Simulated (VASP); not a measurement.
# Mn (P6_3/mmc) in VASP: notebook, part 2 of 2

VASP 6.6.1.

### 3 Single point, PBE

This run uses another cell than the first one, of 10.75 Å³/atom, 1.111 times its volume.

INCAR reads:

```
  ALGO = Fast
  EDIFF = 1E-7
  ENCUT = 520
  GGA = PE
  ISIF = 2
  ISMEAR = 0
  LASPH = T
  LCHARG = F
  LREAL = F
  LWAVE = F
  NBANDS = 20
  NELM = 60
  PREC = Accurate
  SIGMA = 0.05
```

KPOINTS reads:

```
k-points
0
Gamma
  15 15 8
```

POSCAR reads:

```
Mn
1.0
    2.4836457705      0.0000000000      0.0000000000
   -1.2418228852      2.1509003313      0.0000000000
    0.0000000000      0.0000000000      4.0261950000
Mn
2
Direct
    0.6666666700      0.3333333300      0.7500000000
    0.3333333300      0.6666666700      0.2500000000
```

Potentials or basis: VASP PAW PBE potentials, release 64 (Mn_pv).

Launch:

```sh
cat potpaw_PBE.64/Mn_pv/POTCAR > POTCAR
mpirun -np 1 vasp_std > vasp.out
```

OUTCAR:

```text
EDIFF = 1E-7
   ENCUT = 520
   GGA = PE
   ISIF = 2
   ISMEAR = 0
   LASPH = T
   LREAL = F
   NELM = 60
   PREC = Accurate

 ion  position               nearest neighbor table
   1  0.667  0.333  0.750-   2 2.47   2 2.47   2 2.47   2 2.47   2 2.47   2 2.47
   2  0.333  0.667  0.250-   1 2.47   1 2.47   1 2.47   1 2.47   1 2.47   1 2.47

  LATTYP: Found a hexagonal cell.
 ALAT       =     2.4836457705
 C/A-ratio  =     1.6210826229

  Lattice vectors:

 A1 = (   2.4836457705,   0.0000000000,   0.0000000000)
 A2 = (  -1.2418228852,   2.1509003313,   0.0000000000)
 A3 = (   0.0000000000,   0.0000000000,   4.0261950000)

Analysis of symmetry for initial positions (statically):
=====================================================================
 Subroutine PRICEL returns:
 Original cell was already a primitive cell.

 Routine SETGRP: Setting up the symmetry group for a
 hexagonal supercell.

 Subroutine GETGRP returns: Found 24 space group operations
 (whereof 12 operations were pure point group operations)
 out of a pool of 24 trial point group operations.

The static configuration has the point symmetry D_3d.
 The point group associated with its full space group is D_6h.

Analysis of symmetry for dynamics (positions and initial velocities):
=====================================================================
 Subroutine PRICEL returns:
 Original cell was already a primitive cell.

 Routine SETGRP: Setting up the symmetry group for a
 hexagonal supercell.

 Subroutine GETGRP returns: Found 24 space group operations
 (whereof 12 operations were pure point group operations)
 out of a pool of 24 trial point group operations.

The dynamic configuration has the point symmetry D_3d.
 The point group associated with its full space group is D_6h.

 Subroutine INISYM returns: Found 24 space group operations
 (whereof 12 operations are pure point group operations),
 and found     1 'primitive' translations

----------------------------------------------------------------------------------------

                                     Primitive cell

  volume of cell :      21.5082

  direct lattice vectors                    reciprocal lattice vectors
     2.483645770  0.000000000  0.000000000     0.402633907  0.232460795  0.000000000
    -1.241822885  2.150900331  0.000000000     0.000000000  0.464921589  0.000000000
     0.000000000  0.000000000  4.026195000     0.000000000  0.000000000  0.248373464

  length of vectors
     2.483645770  2.483645771  4.026195000     0.464921589  0.464921589  0.248373464

  position of ions in fractional coordinates (direct lattice)
     0.666666670  0.333333330  0.750000000
     0.333333330  0.666666670  0.250000000

  ion indices of the primitive-cell ions
   primitive index   ion index
                 1           1
                 2           2

----------------------------------------------------------------------------------------

 KPOINTS: k-points

Automatic generation of k-mesh.
 Grid dimensions read from file:
 generate k-points for:   15   15    8

 Generating k-lattice:

  Cartesian coordinates                     Fractional coordinates (reciprocal lattice)
     0.026842260  0.015497386  0.000000000     0.066666667  0.000000000  0.000000000
     0.000000000  0.030994773  0.000000000     0.000000000  0.066666667  0.000000000
     0.000000000  0.000000000  0.031046683     0.000000000  0.000000000  0.125000000

  Length of vectors
     0.030994773  0.030994773  0.031046683

  Shift w.r.t. Gamma in fractional coordinates (k-lattice)
     0.000000000  0.000000000  0.000000000

 Subroutine IBZKPT returns following result:
 ===========================================

 Found    135 irreducible k-points:

 Following reciprocal coordinates:
            Coordinates               Weight
  0.000000  0.000000  0.000000      1.000000
  0.066667  0.000000  0.000000      6.000000
  0.133333  0.000000  0.000000      6.000000
  0.200000  0.000000  0.000000      6.000000
  0.266667  0.000000  0.000000      6.000000
  0.333333  0.000000  0.000000      6.000000
[... 16 lines left out ...]
  0.333333  0.200000  0.000000     12.000000
  0.400000  0.200000  0.000000      6.000000
 [... further k-points ...]
   k-points           NKPTS =    135   k-points in BZ     NKDIM =    135   number of bands    NBANDS=     20
   number of dos      NEDOS =    301   number of ions     NIONS =      2
   total plane-waves  NPLWV =   9720
   dimension x,y,z NGX =    18 NGY =   18 NGZ =   30
   dimension x,y,z NGXF=    36 NGYF=   36 NGZF=   60
   ions per type =               2
   NGX,Y,Z   is equivalent  to a cutoff of  12.05, 12.05, 12.39 a.u.
   NGXF,Y,Z  is equivalent  to a cutoff of  24.10, 24.10, 24.77 a.u.
 SYSTEM =  unknown system
   PREC   = accura    normal or accurate (medium, high low for compatibility)
   ISTART =      0    job   : 0-new  1-cont  2-samecut
   ICHARG =      2    charge: 1-file 2-atom 10-const
   ISPIN  =      1    spin polarized calculation?
   LNONCOLLINEAR =      F non collinear calculations
   LSORBIT =      F    spin-orbit coupling
   LASPH  =      T    aspherical Exc in radial PAW
   ENCUT  =  520.0 eV  38.22 Ry    6.18 a.u.   4.62  4.62  7.49*2*pi/ulx,y,z
   NELM   =     60;   NELMIN=  2; NELMDL= -5     # of ELM steps
   EDIFF  = 0.1E-06   stopping-criterion for ELM
   LREAL  =      F    real-space projection
   EDIFFG = 0.1E-05   stopping-criterion for IOM
   NSW    =      0    number of steps for IOM
   IBRION =     -1    ionic relax: 0-MD 1-quasi-New 2-CG
   NFREE  =      0    steps in history (QN), initial steepest desc. (CG)
   ISIF   =      2    stress and relaxation
   ISYM   =      2    0-nonsym 1-usesym 2-fastsym
   POTIM  = 0.5000    time-step for ionic-motion
   TEBEG  =    0.0;   TEEND  =   0.0 temperature during run
   PSTRESS=    0.0 pullay stress
   NELECT =      26.0000    total number of electrons
   NUPDOWN=      -1.0000    fix difference up-down
   EMIN   =  10.00;   EMAX   =-10.00  energy-range for DOS
   EFERMI =   0.00;   METHOD = LEGACY
   ISMEAR =     0;   SIGMA  =   0.05  broadening in eV -4-tet -1-fermi 0-gaus
   EFERMI_NEDOS =   21; number of points for ismear=-14 and -15
   IALGO  =     68    algorithm
   IMIX   =      4    mixing-type and parameters
     AMIX     =   0.40;   BMIX     =  1.00
     AMIX_MAG =   1.60;   BMIX_MAG =  1.00
  volume/ion in A,a.u.               =      10.75        72.57
  Fermi-wavevector in a.u.,A,eV,Ry     =   1.743938  3.295565 41.379665  3.041320
  Thomas-Fermi vector in A             =   2.815914
   LORBIT       =      0    0 simple, 1 ext, 2 COOP (PROOUT), +10 PAW based schemes
   GGA     = PE    functional components
   LHFCALC =     F    Hartree Fock is set to
   AEXX    =    0.0000 exact exchange contribution
   IVDW    =     0    specifies the selected vdW correction
   LEPSILON=     F    determine dielectric tensor
   LRPA    =     F    only Hartree local field effects (RPA)
 non-spin polarized calculation
 RMM-DIIS sequential band-by-band and
 Gauss-broadening in eV      SIGMA  =   0.05
  energy-cutoff  :      520.00
  volume of cell :       21.51
 maximum number of plane-waves:       590
   NGX =  9   NGY =  9   NGZ = 15

 number of electron      26.0000029 magnetization

 Free energy of the ion-electron system (eV)
  ---------------------------------------------------
  ext. energy  EPLUGINS =         0.00000000
  ---------------------------------------------------
  free energy    TOTEN  =       -17.88980417 eV

  energy without entropy =      -17.88644950  energy(sigma->0) =      -17.88812684

 E-fermi :  10.3382     XC(G=0): -14.0159

 val. band max:       10.3332477330   @ k =   0.0667   0.0000   0.0000
 cond. band min:      10.3394228867   @ k =   0.2000   0.0000   0.2500
 fundamental gap:      0.0061751537
 Fermi energy:        10.3381740896

 k-point     1 :       0.0000    0.0000    0.0000
  band No.  band energies     occupation
      1     -37.9229      2.00000
      2     -37.2614      2.00000
      3     -37.2614      2.00000
      4     -37.1581      2.00000
      5     -37.1581      2.00000
      6     -37.1538      2.00000
[... 12 lines left out ...]
     19      19.6046      0.00000
     20      31.1182      0.00000

 k-point     2 :       0.0667    0.0000    0.0000
  band No.  band energies     occupation
      1     -37.9119      2.00000
      2     -37.2858      2.00000
      3     -37.2692      2.00000
      4     -37.1835      2.00000
      5     -37.1617      2.00000
      6     -37.1579      2.00000
[... 498 lines left out ...]
 k-point    24 :       0.4000    0.2000    0.0000
  band No.  band energies     occupation
      1     -37.7721      2.00000
      2     -37.6498      2.00000
      3     -37.5347      2.00000
      4     -37.5281      2.00000
      5     -37.3804      2.00000
      6     -37.3747      2.00000
[... 12 lines left out ...]
     19      21.4208      0.00000
     20      23.4812      0.00000

 [... further k-points ...]
[... 5 lines left out ...]
  --------------------------------------------------------------------------------------
  -------------------------------------------------------------------------------------
  Total       -0.2027319     -0.2027319     -0.1594828     -0.0000000      0.0000000     -0.0000000
  in kB      -15.1017706    -15.1017706    -11.8800864     -0.0000000      0.0000000     -0.0000000
  external PRESSURE =     -14.0278759 kB  Pullay stress =       0.0000000 kB

 VOLUME and BASIS-vectors are now :
 -----------------------------------------------------------------------------
  energy-cutoff  :      520.00
  volume of cell :       21.51
      direct lattice vectors                 reciprocal lattice vectors
     2.483645770  0.000000000  0.000000000     0.402633907  0.232460795  0.000000000
    -1.241822885  2.150900331  0.000000000     0.000000000  0.464921589  0.000000000
     0.000000000  0.000000000  4.026195000     0.000000000  0.000000000  0.248373464

 POSITION                                       TOTAL-FORCE (eV/Angst)
 -----------------------------------------------------------------------------------
      1.24182      0.71697      3.01965        -0.000000      0.000000      0.000000
     -0.00000      1.43393      1.00655         0.000000     -0.000000      0.000000
 -----------------------------------------------------------------------------------
    total drift:                               -0.000002      0.000001     -0.000000

  FREE ENERGIE OF THE ION-ELECTRON SYSTEM (eV)
  ---------------------------------------------------
  free  energy   TOTEN  =       -17.8898041732 eV

  energy  without entropy=      -17.8864494983  energy(sigma->0) =      -17.88812684
```

Wall time 59 s (1 thread of AMD EPYC 7R13, shared host); peak memory 0.13 GiB.

Results:

| Quantity | Value |
| --- | --- |
| Free energy | -17.8898 eV |
| Pressure | -1.4 GPa |
| Band gap on the k mesh | zero (band 13 reaches 11.23 eV, above the bottom of band 14 at 9.33 eV) |

Caveat: the run has no spin polarisation, though such a crystal can be magnetic.

### 4 Single point, PBE

This run uses another cell than the first one, of 10.75 Å³/atom, 1.111 times its volume.

INCAR reads:

```
SYSTEM = Mn
ALGO     = Normal         ! electronic algorithm
EDIFF    = 1E-6           ! SCF threshold, eV
ENCUT    = 520            ! plane-wave cutoff, eV
GGA      = PE             ! functional
ISIF     = 2              ! what is computed and relaxed
ISMEAR   = 0              ! smearing method
LASPH    = .True.         ! aspherical terms in the spheres
LCHARG   = .True.         ! write CHGCAR
LELF     = .True.         ! ELF
LREAL    = .False.        ! projectors in reciprocal space
LVHAR    = .True.       
LWAVE    = .False.        ! write WAVECAR
NBANDS   = 20             ! bands
NELM     = 80             ! most SCF steps
PREC     = Accurate       ! precision mode
SIGMA    = 0.05           ! smearing width, eV
```

KPOINTS reads:

```
k-points
0
Gamma
  15 15 8
  0 0 0
```

POSCAR is that of step 3.

Launch:

```sh
cat potpaw_PBE.64/Mn_pv/POTCAR > POTCAR
mpirun -np 1 vasp_std > vasp.out
```

Wall time 46 s (1 thread of AMD EPYC 7R13, shared host); peak memory 0.13 GiB.

It converged, with:

```yaml
Free_energy: -17.8898 eV
Pressure: -1.4 GPa
Band_gap_on_the_k_mesh: zero (band 13 reaches 11.23 eV, above the bottom of band 14 at 9.33 eV)
```

Stress tensor (GPa, compression positive):
```
-1.48  0.00  0.00
 0.00 -1.48  0.00
 0.00  0.00 -1.16
```

Levels at points of the mesh, in eV from the Fermi level:
| k point | band 10 | band 11 | band 12 | band 13 | band 14 | band 15 | band 16 | band 17 |
| --- | --- | --- | --- | --- | --- | --- | --- | --- |
| (0.00, 0.00, 0.00) | -0.93 | -0.93 | -0.46 | -0.46 | 0.07 | 0.07 | 0.73 | 1.61 |
| (0.00, 0.00, 0.50) | -1.53 | -1.01 | -1.01 | -1.01 | -1.01 | 1.19 | 1.19 | 1.19 |

Caveat: the run has no spin polarisation, though such a crystal can be magnetic. Spin polarisation is off, so any magnetic state and its effect on volume and gap are missing.
